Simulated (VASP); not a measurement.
# BP (F-43m) in VASP: a series of runs, part 2 of 2

VASP 6.6.1. Earlier steps stand in the parts before.

**6. Relaxation of cell and atoms, LDA, target pressure 1 GPa, at which the enthalpy is minimised**

This run uses another cell than the first one, of 11.32 Å³/atom, 1.022 times its volume.

File INCAR:

```
PREC = Accurate ; ENCUT = 600
EDIFF = 1E-6 ; ISMEAR = 0
SIGMA = 0.01 ; LREAL = False
LASPH = True ; NELM = 100
ALGO = Normal ; ISIF = 3
LWAVE = False ; LCHARG = False
IBRION = 2 ; NSW = 100
EDIFFG = -0.002 ; PSTRESS = 10.0
```

File KPOINTS:

```
Automatic mesh
0
Gamma
  8 8 8
```

File POSCAR:

```
BP
1.0
    0.0000000000      2.2453815682      2.2453815682
    2.2453815682      0.0000000000      2.2453815682
    2.2453815682      2.2453815682      0.0000000000
B P
1 1
Direct
    0.0000000000      0.0000000000      0.0000000000
    0.7500000000      0.7500000000      0.7500000000
```

Potentials or basis: VASP PAW LDA potentials, release 64 (B, P).

Run with:

```
$ cat potpaw_LDA.64/B/POTCAR potpaw_LDA.64/P/POTCAR > POTCAR
$ mpirun -np 1 vasp_std > vasp.out
```

OUTCAR:

```text
PREC = Accurate
   ENCUT = 600
   EDIFF = 1E-6
   ISMEAR = 0
   LREAL = False
   LASPH = True
   NELM = 100
   ISIF = 3
   IBRION = 2
   NSW = 100
   EDIFFG = -0.002
   PSTRESS = 10.0

 ion  position               nearest neighbor table
   1  0.000  0.000  0.000-   2 1.94   2 1.94   2 1.94   2 1.94
   2  0.750  0.750  0.750-   1 1.94   1 1.94   1 1.94   1 1.94

  LATTYP: Found a face centered cubic cell.
 ALAT       =     4.4907631364

  Lattice vectors:

 A1 = (   0.0000000000,   2.2453815682,   2.2453815682)
 A2 = (   2.2453815682,   0.0000000000,   2.2453815682)
 A3 = (   2.2453815682,   2.2453815682,   0.0000000000)

Analysis of symmetry for initial positions (statically):
=====================================================================
 Subroutine PRICEL returns:
[... 255 lines left out ...]
  free energy    TOTEN  =       -14.39867054 eV

  energy without entropy =      -14.39867054  energy(sigma->0) =      -14.39867054

 E-fermi :   7.9517     XC(G=0): -11.2440

 val. band max:        7.8621535397   @ k =   0.0000   0.0000   0.0000
 cond. band min:       9.0401630419   @ k =   0.3750   0.3750   0.0000
 fundamental gap:      1.1780095022
 Fermi energy:         7.9517255458

 k-point     1 :       0.0000    0.0000    0.0000
  band No.  band energies     occupation
      1      -7.8641      2.00000
      2       7.8622      2.00000
      3       7.8622      2.00000
      4       7.8622      2.00000
      5      11.3011      0.00000
      6      11.3011      0.00000
      7      11.3011      0.00000
      8      15.8128      0.00000
[... 243 lines left out ...]
 k-point    24 :      -0.3750    0.2500    0.1250
  band No.  band energies     occupation
      1      -3.7096      2.00000
      2      -0.7841      2.00000
      3       3.2434      2.00000
      4       4.6368      2.00000
      5      11.9834      0.00000
      6      13.1692      0.00000
      7      16.3631      0.00000
      8      17.7830      0.00000

 [... further k-points ...]
[... 5 lines left out ...]
  --------------------------------------------------------------------------------------
  -------------------------------------------------------------------------------------
  Total        0.1400038      0.1400038      0.1400038      0.0000000      0.0000000      0.0000000
  in kB        9.9700098      9.9700098      9.9700098      0.0000000      0.0000000      0.0000000
  external PRESSURE =      -0.0299902 kB  Pullay stress =      10.0000000 kB
[... 21 lines left out ...]
  energy  without entropy=      -14.3986705387  energy(sigma->0) =      -14.39867054

  enthalpy is  TOTEN    =       -14.2582456073 eV   P V=        0.1404249314

 reached required accuracy - stopping structural energy minimisation
```

OSZICAR:

```text
N       E                     dE             d eps       ncg     rms          rms(c)
DAV:   1     0.115828896995E+02    0.11583E+02   -0.45807E+03   464   0.101E+03
DAV:   2    -0.150047373262E+02   -0.26588E+02   -0.25978E+02   728   0.121E+02
DAV:   3    -0.152991292501E+02   -0.29439E+00   -0.29439E+00   568   0.170E+01
[... 19 lines left out ...]
DAV:   1    -0.143989276664E+02   -0.13191E-02   -0.79909E-03   536   0.719E-01    0.111E-01
DAV:   2    -0.143987278021E+02    0.19986E-03   -0.42989E-04   592   0.133E-01    0.596E-02
DAV:   3    -0.143986753207E+02    0.52481E-04   -0.11224E-04   568   0.615E-02    0.146E-02
DAV:   4    -0.143986713629E+02    0.39578E-05   -0.43114E-06   576   0.154E-02    0.119E-02
DAV:   5    -0.143986705387E+02    0.82413E-06   -0.96323E-07   312   0.688E-03
   3 F= -.14258246E+02 E0= -.14258246E+02  d E =-.502112E-03
```

CONTCAR:

```text
BP
   1.00000000000000
    -0.0000000000000000    2.2406547090396405    2.2406547090396405
     2.2406547090396405    0.0000000000000000    2.2406547090396405
     2.2406547090396405    2.2406547090396405   -0.0000000000000000
  B               P
     1     1
Direct
     0.0000000000000000    0.0000000000000000    0.0000000000000000
     0.7500000000000000    0.7500000000000000    0.7500000000000000

  0.00000000E+00  0.00000000E+00  0.00000000E+00
  0.00000000E+00  0.00000000E+00  0.00000000E+00
```

Wall time 7 s (1 thread of AMD EPYC 9R45 (Zen 5), shared host); peak memory 0.1 GiB.

Results:

| Quantity | Value |
| --- | --- |
| Free energy | -14.3987 eV |
| Relaxed volume | 11.25 Å³/atom |
| Relaxed cell | a = 3.169 Å, b = 3.169 Å, c = 3.169 Å, α = 60.00°, β = 60.00°, γ = 60.00° |
| Space group after relaxing (to 0.05 Å) | F-43m (No. 216) |
| Energy change on relaxing (the enthalpy is what falls) | +0.2 meV/atom |
| Ionic steps | 3 |
| Pressure after relaxing | 1.0 GPa |
| Band gap on the k mesh | 1.18 eV, indirect (least direct gap 3.44 eV) |

Step by step:
```csv
step,energy change (eV),largest force (eV/Å),pressure (GPa),volume (Å³)
1,0.0000,0.0000,-0.12,22.64
2,0.0015,0.0000,1.94,22.38
3,0.0004,0.0000,1.00,22.50
```

Final structure:
```xyz
2
Lattice="0.0000 2.2407 2.2407 2.2407 0.0000 2.2407 2.2407 2.2407 0.0000" Properties=species:S:1:pos:R:3 pbc="T T T"
B     0.0000    0.0000    0.0000
P     3.3610    3.3610    3.3610
```

Caveat: the cell is relaxed towards a set pressure, so the enthalpy falls and the energy may rise.

**7. Overview**

| task | cell | cutoff (eV) | gap on the mesh (eV) | pressure (GPa) |
| --- | --- | --- | --- | --- |
| single point | a = 3.152 Å, angles 60.0°, 2 atoms | 520 | 1.16 | 3.8 |
| single point | a = 3.136 Å, angles 60.0°, 2 atoms | 520 | 1.15 | 6.9 |
| single point | a = 3.121 Å, angles 60.0°, 2 atoms | 520 | 1.13 | 9.8 |
| single point | a = 3.098 Å, angles 60.0°, 2 atoms | 520 | 1.10 | 14.8 |
| relaxation of cell and atoms | relaxed to 1 GPa from a = 3.175 Å, angles 60.0°, 2 atoms | 600 | 1.18 | 1.0 |

Alike in all rows: level LDA; potentials or basis VASP PAW LDA potentials, release 64 (B, P); no spin polarisation; k mesh 8 × 8 × 8; smearing gaussian 0.01 eV.

Caveats: the cell is relaxed towards a set pressure, so the enthalpy falls and the energy may rise (some runs).

Total energies depend on the potentials used, so only differences within one code and one set of settings carry meaning.
